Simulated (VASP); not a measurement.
A run of VASP 6.6.1:

File POSCAR:

```
Cs
1.0
    4.9576319790      0.0000000000      0.0000000000
    0.0000000000      4.9576319790      0.0000000000
    0.0000000000      0.0000000000      4.9576319790
Cs
1
Direct
    0.0000000000      0.0000000000      0.0000000000
```

The input INCAR.step1:

```
SYSTEM = Cs
ALGO     = Normal         ! electronic algorithm
EDIFF    = 1E-4           ! SCF threshold, eV
ENCUT    = 520            ! plane-wave cutoff, eV
GGA      = PE             ! functional
ISMEAR   = -1             ! smearing method
LASPH    = .True.         ! aspherical terms in the spheres
LCHARG   = .False.        ! write CHGCAR
LREAL    = .False.        ! projectors in reciprocal space
LWAVE    = .True.         ! write WAVECAR
NBANDS   = 10             ! bands
NELM     = 80             ! most SCF steps
PREC     = Accurate       ! precision mode
SIGMA    = 0.1            ! smearing width, eV
```

File INCAR.step2:

```
SYSTEM = Cs
ALGO     = Normal         ! electronic algorithm
EDIFF    = 1E-6           ! SCF threshold, eV
ENCUT    = 520            ! plane-wave cutoff, eV
ISIF     = 2              ! what is computed and relaxed
ISMEAR   = -1             ! smearing method
ISTART   = 1            
LASPH    = .True.         ! aspherical terms in the spheres
LCHARG   = .False.        ! write CHGCAR
LMIXTAU  = .True.       
LREAL    = .False.        ! projectors in reciprocal space
LWAVE    = .False.        ! write WAVECAR
METAGGA  = R2SCAN         ! meta-GGA
NBANDS   = 10             ! bands
NELM     = 80             ! most SCF steps
PREC     = Accurate       ! precision mode
SIGMA    = 0.1            ! smearing width, eV
```

The input KPOINTS:

```
k-points
0
Gamma
  7 7 7
  0 0 0
```

Potentials or basis: VASP PAW PBE potentials, release 64 (Cs_sv).

The run is started by

```sh
$ cat potpaw_PBE.64/Cs_sv/POTCAR > POTCAR
$ cp INCAR.step1 INCAR
$ mpirun -np 1 vasp_std > vasp.out
$ cp INCAR.step2 INCAR
$ mpirun -np 1 vasp_std > vasp.out
```

Hardware: 1 thread of Intel(R) Xeon(R) Platinum 8488C (Sapphire Rapids) (shared host).

Q: How long does it take, and how much memory?

A: Wall time 2.1 min on 1 thread of Intel(R) Xeon(R) Platinum 8488C (Sapphire Rapids) (shared host), peak memory 0.26 GiB. Counts: k points 20.
